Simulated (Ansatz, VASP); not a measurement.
**Two plane-wave programs on Si2GeN**

```xyz
4
Lattice="3.6286 0.0000 0.0000 0.0000 3.6286 0.0000 0.0000 0.0000 4.6756" Properties=species:S:1:pos:R:3 pbc="T T T"
Si    1.8143    0.0000    3.8286
Si    0.0000    1.8143    0.8470
Ge    0.0000    0.0000    2.3378
N     1.8143    1.8143    0.0000
```

Change from the starting cell: species swapped into the ZnGeAs2 type (P-4m2, No. 115).

Alike in both runs: functional PBE; k mesh 12 × 12 × 10; occupations gaussian, width 0.1 eV; no spin polarisation.

Ansatz relaxed the structure, and its values are those at the end. VASP's run is a single point on that final structure, the one shown.

```csv
,VASP,Ansatz
version,VASP 6.6.1,Ansatz 0.2.0
potentials or method,"VASP PAW PBE potentials, release 64 (Si, Ge_d, N), cutoff 520 eV","scalar-relativistic, plane waves, PAW"
valence electrons in the cell,27,27
```

Ansatz gave:

- gap on the k mesh at the Fermi level (eV): none
- pressure (GPa): 0.0
- rms of the force components (eV/Å): 0.000

Which values does VASP return?

gap on the k mesh at the Fermi level (eV): none; pressure (GPa): -0.1; rms of the force components (eV/Å): 0.009.

A gap of «none» marks a metal or a gap that the smearing closes. The functional is the same, so the differences come from potentials, cutoffs and numerics.
